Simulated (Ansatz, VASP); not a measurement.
## PbS: VASP beside Ansatz

```
CELL_PARAMETERS angstrom
3.00247 -3.00248 -0.00022
3.00247 3.00248 -0.00022
-1.10367 0.00000 11.68552
ATOMIC_POSITIONS crystal
Pb 0.77223 0.77223 0.62044
Pb 0.22777 0.22777 0.37956
S 0.27020 0.27020 0.60994
S 0.72980 0.72980 0.39006
```

Alike in both runs: functional PBE; k mesh 6 × 6 × 4; occupations gaussian, width 0.02 eV; no spin polarisation.

Ansatz relaxed the structure, and its values are those at the end. VASP's run is a single point on that final structure, the one shown.

|  | VASP | Ansatz |
| --- | --- | --- |
| version | VASP 6.6.1 | Ansatz 0.2.0 |
| potentials or method | VASP PAW PBE potentials, release 64 (Pb_d, S), cutoff 520 eV | scalar-relativistic, plane waves, PAW |
| valence electrons in the cell | 40 | 40 |

|  | VASP | Ansatz | Ansatz less VASP |
| --- | --- | --- | --- |
| gap on the k mesh at the Fermi level (eV) | 2.07 | 2.07 | -0.002 |
| least direct gap on the mesh (eV) | 2.07 | 2.07 | -0.001 |

Neither program's run includes spin-orbit coupling.
